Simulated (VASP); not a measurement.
Wanted: the native input for a VASP 6.6.1 run.

```
Task                   : single point
Functional             : PBEsol
Potentials or basis    : VASP PAW PBE potentials, release 64 (Ti_sv)
Cutoff                 : 520 eV
k mesh                 : 14 × 14 × 14
Occupations            : fermi-dirac, width 0.08 eV
Spin                   : no spin polarisation
Dipole correction      : no
Further INCAR settings : ALGO = Normal; EDIFF = 1e-06; NBANDS = 12
```

The structure of Ti lies in POSCAR:

```
Ti
1.0
    2.5958144861      0.0000000000      0.0000000000
    0.0000000000      2.5958144861      0.0000000000
    0.0000000000      0.0000000000      2.5958144861
Ti
1
Direct
    0.0000000000      0.0000000000      0.0000000000
```

The input as run:

INCAR

```
  ALGO = Normal
  EDIFF = 1E-6
  ENCUT = 520
  GGA = PS
  ISIF = 2
  ISMEAR = -1
  LASPH = True
  LCHARG = False
  LREAL = False
  LWAVE = False
  NBANDS = 12
  NELM = 80
  PREC = Accurate
  SIGMA = 0.08
```

KPOINTS

```
k-points
0
Gamma
  14 14 14
```

Potentials or basis: VASP PAW PBE potentials, release 64 (Ti_sv).

Run with:

```console
$ cat potpaw_PBE.64/Ti_sv/POTCAR > POTCAR
$ mpirun -np 1 vasp_std > vasp.out
```

Results of the run:

```json
{"Pressure": "-0.1 GPa", "Band gap on the k mesh": "zero (band 6 reaches 8.62 eV, above the bottom of band 7 at 6.54 eV)"}
```

Caveat: the PAW data sets were made with another functional, which shifts forces and pressure a little.

Run time: 15 s on 1 thread of AMD EPYC 7R43 64-Core Processor (Zen 3), on a shared host, peak memory 0.1 GiB.
